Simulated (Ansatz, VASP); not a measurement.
Two plane-wave programs on ScGa3N2

The input INCAR:

```
SYSTEM = ScGa3N2
PREC     = Accurate       ! precision mode
ENCUT    = 600            ! plane-wave cutoff, eV
EDIFF    = 1E-6           ! SCF threshold, eV
ISMEAR   = 0              ! smearing method
SIGMA    = 0.1            ! smearing width, eV
LREAL    = .False.        ! projectors in reciprocal space
LASPH    = .True.         ! aspherical terms in the spheres
NELM     = 60             ! most SCF steps
ALGO     = Normal         ! electronic algorithm
ISIF     = 3              ! what is computed and relaxed
LWAVE    = .False.        ! write WAVECAR
LCHARG   = .False.        ! write CHGCAR
GGA      = PE             ! functional
IBRION   = 2              ! ionic algorithm
NSW      = 90             ! ionic steps
EDIFFG   = -0.04          ! ionic threshold
```

KPOINTS

```
regular mesh
0
Gamma
  6 6 4
  0 0 0
```

POSCAR

```
ScGa3N2
1.0
    3.4121117900      0.0000000000      0.0000000000
    0.0000000000      3.4121117900      0.0000000000
    0.0000000000      0.0000000000      7.4138491000
Sc Ga N
1 3 2
Direct
    0.0000000000      0.0000000000      0.0000000000
    0.5000000000      0.0000000000      0.6250519800
    0.0000000000      0.5000000000      0.3749480200
    0.5000000000      0.5000000000      0.0000000000
    0.5000000000      0.0000000000      0.2626059900
    0.0000000000      0.5000000000      0.7373940100
```

Input for Ansatz:

```yaml
crystal:
  lattice:
    - [3.41211179, 0.0, 0.0]
    - [0.0, 3.41211179, 0.0]
    - [0.0, 0.0, 7.4138491]
  atoms:
    - { symbol: Sc, position: [0.0, 0.0, 0.0] }
    - { symbol: Ga, position: [0.5, 0.0, 0.62505198] }
    - { symbol: Ga, position: [0.0, 0.5, 0.37494802] }
    - { symbol: Ga, position: [0.5, 0.5, 0.0] }
    - { symbol: "N", position: [0.5, 0.0, 0.26260599] }
    - { symbol: "N", position: [0.0, 0.5, 0.73739401] }
basis:
  ecutwfc: 420
kpoints:
  mp_grid: { grid: [6, 6, 4] }
hamiltonian:
  xc: pbe
scf:
  occupations: { method: gaussian, width: 0.1 }
  lower_state_search: "off"
output:
  forces: true
  stress: true
  eigenvalues: true
relax:
  adjacent_minimum: "off"
  f_tol: 0.04
  max_steps: 70
  cell: { stress_tol: 0.4 }
```

Change from the starting cell: species swapped into the Ti2CuSb3 type (P-4m2, No. 115).

Alike in both runs: task relaxation of cell and atoms; functional PBE; k mesh 6 × 6 × 4; occupations gaussian, width 0.1 eV; no spin polarisation.

|  | VASP | Ansatz |
| --- | --- | --- |
| version | VASP 6.6.1 | Ansatz 0.2.0 |
| potentials or method | VASP PAW PBE potentials, release 64 (Sc_sv, Ga_d, N), cutoff 600 eV | scalar-relativistic, plane waves, PAW |
| valence electrons in the cell | 60 | 60 |

|  | VASP | Ansatz | Ansatz less VASP |
| --- | --- | --- | --- |
| gap on the k mesh at the Fermi level, each at its own relaxed structure (eV) | none | none | - |
| relaxed volume (Å³/atom) | 15.69 | 15.69 | -0.002 |
| relaxed cell length with the largest relative difference (Å) | 4.062 | 4.062 | -0.0004 |

A gap of «none» marks a metal or a gap that the smearing closes.
